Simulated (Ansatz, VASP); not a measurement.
# NaCl in VASP and in Ansatz

```
CELL_PARAMETERS angstrom
2.74790 2.74790 0.00000
-2.74790 2.74790 0.00000
0.00000 2.74790 2.82661
ATOMIC_POSITIONS crystal
Na 0.00000 0.00000 0.00000
Cl 0.50000 0.50000 0.00000
```

Change from the starting cell: film at in-plane strain -0.02.

Alike in both runs: task single point; functional r2SCAN; k mesh 8 × 8 × 8; no spin polarisation.

```csv
,VASP,Ansatz
version,VASP 6.6.1,Ansatz 0.2.0
potentials or method,"VASP PAW PBE potentials, release 64 (Na_pv, Cl)","PAW with Ansatz's default frozen-core files, scalar-relativistic"
plane-wave cutoff (eV),520,500
occupations,"gaussian, width 0.01 eV",fixed
valence electrons in the cell,14,16
```

Ansatz gave:

| Quantity | Value |
| --- | --- |
| gap on the k mesh at the Fermi level (eV) | 6.10 |
| pressure (GPa) | 1.0 |
| traceless stress, the component that is largest in VASP (GPa) | -1.02 |

Question: What did VASP give for the same quantities?

Answer: gap on the k mesh at the Fermi level (eV): 6.12; pressure (GPa): 0.8; traceless stress, the component that is largest in VASP (GPa): -0.99.

VASP's potentials were made for PBE, not for r2SCAN. VASP's potentials hold 14 valence electrons a cell and Ansatz's 16, so a difference there can come from the potentials and not from the codes.
